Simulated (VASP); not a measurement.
# ZrH3 in VASP: notebook

ZrH3 is run at these levels: PBEsol; tasks: single point.

Program: VASP 6.6.1. These are calculated values, not measurements. Logs are shortened: lines on timing, memory, paths and dates and some standing lists are left out, and cuts for length are marked.

**1. The cell of the first run**

The structure is cubic, space group Pm-3m (No. 221). The conventional cell has a = 3.126 Å, b = 3.126 Å, c = 3.126 Å, α = 90.00°, β = 90.00°, γ = 90.00°. Zr (site symmetry m-3m) has 12 H at 2.21 Å within 2.9 Å. H (site symmetry 4/mmm) has 4 Zr at 2.21 Å and 8 H at 2.21 Å within 2.9 Å.

**2. Single point, PBEsol**

INCAR reads:

```
SYSTEM = ZrH3
ALGO = Normal
EDIFF = 1E-6
ENCUT = 520
GGA = PS
ISIF = 2
ISMEAR = 1
LASPH = .True.
LCHARG = .False.
LREAL = .False.
LWAVE = .False.
NBANDS = 16
NELM = 80
PREC = Accurate
SIGMA = 0.1
```

KPOINTS reads:

```
k-points
0
Gamma
  11 11 11
  0 0 0
```

POSCAR reads:

```
ZrH3
1.0
    3.1260380000      0.0000000000      0.0000000000
    0.0000000000      3.1260380000      0.0000000000
    0.0000000000      0.0000000000      3.1260380000
Zr H
1 3
Direct
    0.0000000000      0.0000000000      0.0000000000
    0.0000000000      0.5000000000      0.5000000000
    0.5000000000      0.0000000000      0.5000000000
    0.5000000000      0.5000000000      0.0000000000
```

Potentials or basis: VASP PAW PBE potentials, release 64 (Zr_sv, H).

Command:

```
$ cat potpaw_PBE.64/Zr_sv/POTCAR potpaw_PBE.64/H/POTCAR > POTCAR
$ mpirun -np 1 vasp_std > vasp.out
```

OUTCAR:

```text
SYSTEM = ZrH3
   EDIFF = 1E-6
   ENCUT = 520
   GGA = PS
   ISIF = 2
   ISMEAR = 1
   LASPH = .True.
   LREAL = .False.
   NELM = 80
   PREC = Accurate

 ion  position               nearest neighbor table
   1  0.000  0.000  0.000-   2 2.21   3 2.21   4 2.21   2 2.21   3 2.21   2 2.21   4 2.21   2 2.21
                             3 2.21   4 2.21   3 2.21   4 2.21
   2  0.000  0.500  0.500-   1 2.21   1 2.21   1 2.21   1 2.21
   3  0.500  0.000  0.500-   1 2.21   1 2.21   1 2.21   1 2.21
   4  0.500  0.500  0.000-   1 2.21   1 2.21   1 2.21   1 2.21

  LATTYP: Found a simple cubic cell.
 ALAT       =     3.1260380000

  Lattice vectors:

 A1 = (   3.1260380000,   0.0000000000,   0.0000000000)
 A2 = (   0.0000000000,   3.1260380000,   0.0000000000)
 A3 = (   0.0000000000,   0.0000000000,   3.1260380000)

Analysis of symmetry for initial positions (statically):
=====================================================================
 Subroutine PRICEL returns:
 Original cell was already a primitive cell.

 Routine SETGRP: Setting up the symmetry group for a
 simple cubic supercell.

 Subroutine GETGRP returns: Found 48 space group operations
 (whereof 48 operations were pure point group operations)
 out of a pool of 48 trial point group operations.

The static configuration has the point symmetry O_h .

Analysis of symmetry for dynamics (positions and initial velocities):
=====================================================================
 Subroutine PRICEL returns:
 Original cell was already a primitive cell.

 Routine SETGRP: Setting up the symmetry group for a
 simple cubic supercell.

 Subroutine GETGRP returns: Found 48 space group operations
 (whereof 48 operations were pure point group operations)
 out of a pool of 48 trial point group operations.

The dynamic configuration has the point symmetry O_h .

 Subroutine INISYM returns: Found 48 space group operations
 (whereof 48 operations are pure point group operations),
 and found     1 'primitive' translations

----------------------------------------------------------------------------------------

                                     Primitive cell

  volume of cell :      30.5480

  direct lattice vectors                    reciprocal lattice vectors
     3.126038000  0.000000000  0.000000000     0.319893744  0.000000000  0.000000000
     0.000000000  3.126038000  0.000000000     0.000000000  0.319893744  0.000000000
     0.000000000  0.000000000  3.126038000     0.000000000  0.000000000  0.319893744

  length of vectors
     3.126038000  3.126038000  3.126038000     0.319893744  0.319893744  0.319893744

  position of ions in fractional coordinates (direct lattice)
     0.000000000  0.000000000  0.000000000
     0.000000000  0.500000000  0.500000000
     0.500000000  0.000000000  0.500000000
     0.500000000  0.500000000  0.000000000

  ion indices of the primitive-cell ions
   primitive index   ion index
                 1           1
                 2           2
                 3           3
                 4           4

----------------------------------------------------------------------------------------

 KPOINTS: k-points

Automatic generation of k-mesh.
 Grid dimensions read from file:
 generate k-points for:   11   11   11

 Generating k-lattice:

  Cartesian coordinates                     Fractional coordinates (reciprocal lattice)
     0.029081249  0.000000000  0.000000000     0.090909091  0.000000000  0.000000000
     0.000000000  0.029081249  0.000000000     0.000000000  0.090909091  0.000000000
     0.000000000  0.000000000  0.029081249     0.000000000  0.000000000  0.090909091

  Length of vectors
     0.029081249  0.029081249  0.029081249

  Shift w.r.t. Gamma in fractional coordinates (k-lattice)
     0.000000000  0.000000000  0.000000000

 Subroutine IBZKPT returns following result:
 ===========================================

 Found     56 irreducible k-points:

 Following reciprocal coordinates:
            Coordinates               Weight
  0.000000  0.000000  0.000000      1.000000
  0.090909  0.000000  0.000000      6.000000
  0.181818  0.000000  0.000000      6.000000
  0.272727  0.000000  0.000000      6.000000
  0.363636  0.000000  0.000000      6.000000
  0.454545  0.000000  0.000000      6.000000
[... 16 lines left out ...]
  0.181818  0.090909  0.090909     24.000000
  0.272727  0.090909  0.090909     24.000000
 [... further k-points ...]
   k-points           NKPTS =     56   k-points in BZ     NKDIM =     56   number of bands    NBANDS=     16
   number of dos      NEDOS =    301   number of ions     NIONS =      4
   total plane-waves  NPLWV =  13824
   dimension x,y,z NGX =    24 NGY =   24 NGZ =   24
   dimension x,y,z NGXF=    48 NGYF=   48 NGZF=   48
   ions per type =               1   3
   NGX,Y,Z   is equivalent  to a cutoff of  12.76, 12.76, 12.76 a.u.
   NGXF,Y,Z  is equivalent  to a cutoff of  25.53, 25.53, 25.53 a.u.
 SYSTEM =  ZrH3
   PREC   = accura    normal or accurate (medium, high low for compatibility)
   ISTART =      0    job   : 0-new  1-cont  2-samecut
   ICHARG =      2    charge: 1-file 2-atom 10-const
   ISPIN  =      1    spin polarized calculation?
   LNONCOLLINEAR =      F non collinear calculations
   LSORBIT =      F    spin-orbit coupling
   LASPH  =      T    aspherical Exc in radial PAW
   ENCUT  =  520.0 eV  38.22 Ry    6.18 a.u.   5.81  5.81  5.81*2*pi/ulx,y,z
   NELM   =     80;   NELMIN=  2; NELMDL= -5     # of ELM steps
   EDIFF  = 0.1E-05   stopping-criterion for ELM
   LREAL  =      F    real-space projection
   EDIFFG = 0.1E-04   stopping-criterion for IOM
   NSW    =      0    number of steps for IOM
   IBRION =     -1    ionic relax: 0-MD 1-quasi-New 2-CG
   NFREE  =      0    steps in history (QN), initial steepest desc. (CG)
   ISIF   =      2    stress and relaxation
   ISYM   =      2    0-nonsym 1-usesym 2-fastsym
   POTIM  = 0.5000    time-step for ionic-motion
   TEBEG  =    0.0;   TEEND  =   0.0 temperature during run
   PSTRESS=    0.0 pullay stress
   NELECT =      15.0000    total number of electrons
   NUPDOWN=      -1.0000    fix difference up-down
   EMIN   =  10.00;   EMAX   =-10.00  energy-range for DOS
   EFERMI =   0.00;   METHOD = LEGACY
   ISMEAR =     1;   SIGMA  =   0.10  broadening in eV -4-tet -1-fermi 0-gaus
   EFERMI_NEDOS =   21; number of points for ismear=-14 and -15
   IALGO  =     38    algorithm
   IMIX   =      4    mixing-type and parameters
     AMIX     =   0.40;   BMIX     =  1.00
     AMIX_MAG =   1.60;   BMIX_MAG =  1.00
  volume/ion in A,a.u.               =       7.64        51.54
  Fermi-wavevector in a.u.,A,eV,Ry     =   1.291549  2.440674 22.695874  1.668100
  Thomas-Fermi vector in A             =   2.423312
   LORBIT       =      0    0 simple, 1 ext, 2 COOP (PROOUT), +10 PAW based schemes
   GGA     = PS    functional components
   LHFCALC =     F    Hartree Fock is set to
   AEXX    =    0.0000 exact exchange contribution
   IVDW    =     0    specifies the selected vdW correction
   LEPSILON=     F    determine dielectric tensor
   LRPA    =     F    only Hartree local field effects (RPA)
 non-spin polarized calculation
 Methfessel and Paxton  Order N= 1 SIGMA  =   0.10
  energy-cutoff  :      520.00
  volume of cell :       30.55
 maximum number of plane-waves:       840
 NGX is ok and might be reduce to    24
   NGX = 11   NGY = 11   NGZ = 11

 number of electron      15.0000002 magnetization

 Free energy of the ion-electron system (eV)
  ---------------------------------------------------
  ext. energy  EPLUGINS =         0.00000000
  ---------------------------------------------------
  free energy    TOTEN  =       -20.36974436 eV

  energy without entropy =      -20.36905178  energy(sigma->0) =      -20.36951350

 E-fermi :   7.6913     XC(G=0): -11.3121

 val. band max:        7.6883921306   @ k =   0.4545   0.2727   0.1818
 cond. band min:       7.7012025831   @ k =   0.2727   0.2727   0.0000
 fundamental gap:      0.0128104525
 Fermi energy:         7.6913353276

 k-point     1 :       0.0000    0.0000    0.0000
  band No.  band energies     occupation
      1     -41.4495      2.00000
      2     -19.1992      2.00000
      3     -19.1992      2.00000
      4     -19.1992      2.00000
      5      -2.4452      2.00000
      6       3.5756      2.00000
[... 8 lines left out ...]
     15      15.8962      0.00000
     16      20.8494      0.00000

 k-point     2 :       0.0909    0.0000    0.0000
  band No.  band energies     occupation
      1     -41.4441      2.00000
      2     -19.2628      2.00000
      3     -19.1940      2.00000
      4     -19.1940      2.00000
      5      -2.2848      2.00000
      6       3.6030      2.00000
[... 8 lines left out ...]
     15      16.3504      0.00000
     16      21.6139      0.00000

 k-point     3 :       0.1818    0.0000    0.0000
  band No.  band energies     occupation
      1     -41.4294      2.00000
      2     -19.4298      2.00000
      3     -19.1800      2.00000
      4     -19.1800      2.00000
      5      -1.8266      2.00000
      6       3.5923      2.00000
[... 8 lines left out ...]
     15      17.3554      0.00000
     16      23.4776      0.00000

 k-point     4 :       0.2727    0.0000    0.0000
  band No.  band energies     occupation
      1     -41.4100      2.00000
      2     -19.6414      2.00000
      3     -19.1616      2.00000
      4     -19.1616      2.00000
      5      -1.1271      2.00000
      6       3.3264      2.00000
[... 8 lines left out ...]
     15      18.4776      0.00000
     16      24.7005      0.00000
[... 324 lines left out ...]
 k-point    22 :       0.0909    0.0909    0.0909
  band No.  band energies     occupation
      1     -41.4332      2.00000
      2     -19.2631      2.00000
      3     -19.2457      2.00000
      4     -19.2457      2.00000
      5      -1.9733      2.00000
      6       3.7773      2.00000
[... 8 lines left out ...]
     15      17.0814      0.00000
     16      22.9150      0.00000

 k-point    23 :       0.1818    0.0909    0.0909
  band No.  band energies     occupation
      1     -41.4186      2.00000
      2     -19.4172      2.00000
      3     -19.2408      2.00000
      4     -19.2307      2.00000
      5      -1.5340      2.00000
      6       3.7709      2.00000
[... 8 lines left out ...]
     15      18.3396      0.00000
     16      24.2182      0.00000

 k-point    24 :       0.2727    0.0909    0.0909
  band No.  band energies     occupation
      1     -41.3993      2.00000
      2     -19.6255      2.00000
      3     -19.2211      2.00000
      4     -19.2110      2.00000
      5      -0.8649      2.00000
      6       3.4865      2.00000
[... 8 lines left out ...]
     15      19.9416      0.00000
     16      23.3844      0.00000

 [... further k-points ...]
[... 5 lines left out ...]
  --------------------------------------------------------------------------------------
  -------------------------------------------------------------------------------------
  Total       -0.8636203     -0.8636203     -0.8636203      0.0000000      0.0000000      0.0000000
  in kB      -45.2950405    -45.2950405    -45.2950405      0.0000000      0.0000000      0.0000000
  external PRESSURE =     -45.2950405 kB  Pullay stress =       0.0000000 kB

 VOLUME and BASIS-vectors are now :
 -----------------------------------------------------------------------------
  energy-cutoff  :      520.00
  volume of cell :       30.55
      direct lattice vectors                 reciprocal lattice vectors
     3.126038000  0.000000000  0.000000000     0.319893744  0.000000000  0.000000000
     0.000000000  3.126038000  0.000000000     0.000000000  0.319893744  0.000000000
     0.000000000  0.000000000  3.126038000     0.000000000  0.000000000  0.319893744

 POSITION                                       TOTAL-FORCE (eV/Angst)
 -----------------------------------------------------------------------------------
      0.00000      0.00000      0.00000         0.000000      0.000000      0.000000
      0.00000      1.56302      1.56302         0.000000      0.000000      0.000000
      1.56302      0.00000      1.56302         0.000000      0.000000      0.000000
      1.56302      1.56302      0.00000         0.000000      0.000000      0.000000
 -----------------------------------------------------------------------------------
    total drift:                                0.000000      0.000000      0.000000

  FREE ENERGIE OF THE ION-ELECTRON SYSTEM (eV)
  ---------------------------------------------------
  free  energy   TOTEN  =       -20.3697443634 eV

  energy  without entropy=      -20.3690517758  energy(sigma->0) =      -20.36951350
```

Run time: 28 s. Hardware: 1 thread of Intel Xeon Platinum 8259CL at 2.50GHz (Skylake/Cascade Lake), shared host; peak memory 0.15 GiB.

Results:

| Quantity | Value |
| --- | --- |
| Free energy | -20.3697 eV |
| Pressure | -4.5 GPa |

Levels at points of the mesh, in eV from the Fermi level:
```tsv
k point	band 4	band 5	band 6	band 7	band 8	band 9	band 10	band 11
(0.00, 0.00, 0.00)	-26.89	-10.14	-4.12	-4.12	3.75	3.75	3.75	5.96
```

Caveat: the PAW data sets were made with another functional, which shifts forces and pressure a little.

**3. Single point, PBEsol**

INCAR reads:

```
SYSTEM = ZrH3
PREC = Accurate
ENCUT = 520
EDIFF = 1E-6
ISMEAR = 1
SIGMA = 0.1
LREAL = .False.
LASPH = .True.
NELM = 80
ALGO = Normal
ISIF = 2
LWAVE = .False.
LCHARG = .False.
GGA = PS
NBANDS = 16
```

KPOINTS reads:

```
regular mesh
0
Gamma
  11 11 11
  0 0 0
```

POSCAR: that of step 2 with these lines changed.

```diff
@@ -2,4 +2,4 @@
 1.0
-    3.1260380000      0.0000000000      0.0000000000
-    0.0000000000      3.1260380000      0.0000000000
+    3.1260380000     -0.0468905700      0.0000000000
+   -0.0468905700      3.1260380000      0.0000000000
     0.0000000000      0.0000000000      3.1260380000
```

Potentials or basis: VASP PAW PBE potentials, release 64 (Zr_sv, H).

Command:

```
$ cat potpaw_PBE.64/Zr_sv/POTCAR potpaw_PBE.64/H/POTCAR > POTCAR
$ mpirun -np 1 vasp_std > vasp.out
```

It took 84 s on 1 thread of Intel Xeon Platinum 8259CL at 2.50GHz (Skylake/Cascade Lake), shared host; peak memory 0.21 GiB.

It converged, with:

```
Free energy : -20.3648 eV
Pressure    : -4.5 GPa
```

Stress tensor (GPa, compression positive):
```
-4.39  1.85  0.00
 1.85 -4.39  0.00
 0.00  0.00 -4.60
```

Levels at points of the mesh, in eV from the Fermi level:
| k point | band 5 | band 6 | band 7 | band 8 | band 9 | band 10 |
| --- | --- | --- | --- | --- | --- | --- |
| (0.00, 0.00, 0.00) | -10.14 | -4.12 | -4.11 | 3.67 | 3.72 | 3.77 |

Caveat: the PAW data sets were made with another functional, which shifts forces and pressure a little.

**4. Single point, PBEsol**

INCAR reads:

```
ALGO = Normal
EDIFF = 1E-7
ENCUT = 520
GGA = PS
ISIF = 2
ISMEAR = 1
LASPH = True
LCHARG = False
LREAL = False
LWAVE = False
NBANDS = 16
NELM = 100
PREC = Accurate
SIGMA = 0.1
```

KPOINTS reads:

```
k-points
0
Gamma
  11 11 11
```

POSCAR: that of step 3 with these lines changed.

```diff
@@ -2,4 +2,4 @@
 1.0
-    3.1260380000     -0.0468905700      0.0000000000
-   -0.0468905700      3.1260380000      0.0000000000
+    3.1260380000     -0.0312603800      0.0000000000
+   -0.0312603800      3.1260380000      0.0000000000
     0.0000000000      0.0000000000      3.1260380000
```

Command:

```
$ cat potpaw_PBE.64/Zr_sv/POTCAR potpaw_PBE.64/H/POTCAR > POTCAR
$ mpirun -np 1 vasp_std > vasp.out
```

Run time: 92 s. Hardware: 1 thread of Intel Xeon Platinum 8259CL at 2.50GHz (Skylake/Cascade Lake), shared host; peak memory 0.21 GiB.

Results (log left out):

```
Free energy : -20.3675 eV
Pressure    : -4.5 GPa
```

Stress tensor (GPa, compression positive):
```
-4.46  1.21  0.00
 1.21 -4.46  0.00
 0.00  0.00 -4.57
```

Levels at points of the mesh, in eV from the Fermi level:
| k point | band 4 | band 5 | band 6 | band 7 | band 8 | band 9 | band 10 | band 11 |
| --- | --- | --- | --- | --- | --- | --- | --- | --- |
| (0.00, 0.00, 0.00) | -26.88 | -10.14 | -4.12 | -4.11 | 3.71 | 3.73 | 3.76 | 5.96 |

Caveat: the PAW data sets were made with another functional, which shifts forces and pressure a little.

**5. Single point, PBEsol**

INCAR reads:

```
ALGO = Normal
EDIFF = 1E-6
ENCUT = 520
GGA = PS
ISIF = 2
ISMEAR = 1
LASPH = T
LCHARG = F
LREAL = F
LWAVE = F
NBANDS = 16
NELM = 80
PREC = Accurate
SIGMA = 0.1
```

KPOINTS is that of step 4.

POSCAR: that of step 4 with these lines changed.

```diff
@@ -2,4 +2,4 @@
 1.0
-    3.1260380000     -0.0312603800      0.0000000000
-   -0.0312603800      3.1260380000      0.0000000000
+    3.1260380000     -0.0156301900      0.0000000000
+   -0.0156301900      3.1260380000      0.0000000000
     0.0000000000      0.0000000000      3.1260380000
```

Command:

```
$ cat potpaw_PBE.64/Zr_sv/POTCAR potpaw_PBE.64/H/POTCAR > POTCAR
$ mpirun -np 1 vasp_std > vasp.out
```

Run time: 80 s. Hardware: 1 thread of Intel Xeon Platinum 8259CL at 2.50GHz (Skylake/Cascade Lake), shared host; peak memory 0.21 GiB.

It converged, with:

| Item | Value |
| --- | --- |
| Free energy | -20.3692 eV |
| Pressure | -4.5 GPa |

Stress tensor (GPa, compression positive):
```
-4.51  0.60  0.00
 0.60 -4.51  0.00
 0.00  0.00 -4.54
```

Levels at points of the mesh, in eV from the Fermi level:
```csv
k point,band 3,band 4,band 5,band 6,band 7,band 8,band 9,band 10,band 11,band 12
"(0.00, 0.00, 0.00)",-26.89,-26.89,-10.14,-4.12,-4.12,3.74,3.74,3.76,5.96,5.97
```

Caveat: the PAW data sets were made with another functional, which shifts forces and pressure a little.

**6. Single point, PBEsol**

INCAR reads:

```
ALGO = Normal
EDIFF = 1E-6
ENCUT = 520
GGA = PS
ISIF = 2
ISMEAR = 1
LASPH = True
LCHARG = False
LREAL = False
LWAVE = False
NBANDS = 16
NELM = 60
PREC = Accurate
SIGMA = 0.1
```

KPOINTS is that of step 5.

POSCAR: that of step 5 with these lines changed.

```diff
@@ -2,4 +2,4 @@
 1.0
-    3.1260380000     -0.0156301900      0.0000000000
-   -0.0156301900      3.1260380000      0.0000000000
+    3.1260380000      0.0156301900      0.0000000000
+    0.0156301900      3.1260380000      0.0000000000
     0.0000000000      0.0000000000      3.1260380000
```

Potentials or basis: VASP PAW PBE potentials, release 64 (Zr_sv, H).

Command:

```
$ cat potpaw_PBE.64/Zr_sv/POTCAR potpaw_PBE.64/H/POTCAR > POTCAR
$ mpirun -np 1 vasp_std > vasp.out
```

Run time: 67 s. Hardware: 1 thread of Intel Xeon Platinum 8259CL at 2.50GHz (Skylake/Cascade Lake), shared host; peak memory 0.21 GiB.

Results (log left out):

* Free energy: -20.3692 eV
* Pressure: -4.5 GPa

Stress tensor (GPa, compression positive):
```
-4.51 -0.60  0.00
-0.60 -4.51  0.00
 0.00  0.00 -4.54
```

Levels at points of the mesh, in eV from the Fermi level:
```
           k point  band 4  band 5  band 6  band 7  band 8  band 9  band 10  band 11
(0.00, 0.00, 0.00)  -26.89  -10.14   -4.12   -4.12    3.74    3.74     3.76     5.96
```

Caveat: the PAW data sets were made with another functional, which shifts forces and pressure a little.

**7. Summary**

```csv
cell,gap on the mesh (eV),pressure (GPa)
"a = 3.126 Å, 4 atoms",none,-4.5
"a = 3.126 Å, angles 90.0, 90.0, 91.7°, 4 atoms",none,-4.5
"a = 3.126 Å, angles 90.0, 90.0, 91.1°, 4 atoms",none,-4.5
"a = 3.126 Å, angles 90.0, 90.0, 90.6°, 4 atoms",none,-4.5
"a = 3.126 Å, angles 90.0, 90.0, 89.4°, 4 atoms",none,-4.5
```

Alike in all rows: task single point; level PBEsol; potentials or basis VASP PAW PBE potentials, release 64 (Zr_sv, H); no spin polarisation; k mesh 11 × 11 × 11; cutoff (eV) 520; smearing methfessel-paxton 0.1 eV.

Caveats: the PAW data sets were made with another functional, which shifts forces and pressure a little.

Absolute energies hang on the potentials; compare differences alone.
